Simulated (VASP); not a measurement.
TaC2:

```
Ta C
1.0
     3.41039    0.00000    0.00000
    -1.70520    2.95349    0.00000
     0.00000    0.00000    3.63466
Ta C
1 2
Cartesian
  0.0000 0.0000 0.0000
  0.0000 1.9690 1.8173
  1.7052 0.9845 1.8173
```

- Program: VASP 6.6.1
- Task: relaxation of cell and atoms
- Functional: PBE
- Potentials or basis: VASP PAW PBE potentials, release 64 (Ta_pv, C)
- Cutoff: 600 eV
- k mesh: 6 × 6 × 6
- Occupations: gaussian, width 0.1 eV
- Spin: no spin polarisation

At the start: pressure -41.5 GPa; volume 12.20 Å³/atom.

How do energy, volume and symmetry change on relaxing?

Over 11 steps the energy falls by 623.7 meV/atom and the volume is 9.21 Å³/atom (-24.5 %); space group P6/mmm (No. 191, to 0.05 Å).

The path:
```csv
step,energy change (eV),largest force (eV/Å),pressure (GPa),volume (Å³)
1,0.0000,0.0000,-41.53,36.61
2,-0.5567,0.0000,92.19,22.19
3,-1.7857,0.0000,0.11,27.39
4,-1.7875,0.0000,1.93,27.23
5,-1.7873,0.0000,3.84,27.06
6,-1.8579,0.0000,3.28,27.26
7,-1.8632,0.0000,3.19,27.37
8,-1.8679,0.0000,3.22,27.33
9,-1.8679,0.0000,3.20,27.33
10,-1.8653,0.0000,-4.10,28.07
11,-1.8710,0.0000,-0.01,27.64
```

Final structure:
```
CELL_PARAMETERS angstrom
3.24758 0.00000 0.00000
-1.62379 2.81249 0.00000
0.00000 0.00000 3.02628
ATOMIC_POSITIONS crystal
Ta 0.00000 0.00000 0.00000
C 0.33333 0.66667 0.50000
C 0.66667 0.33333 0.50000
```

Caveat: the volume moved by over 15 % at a fixed basis, so the end points are rough.
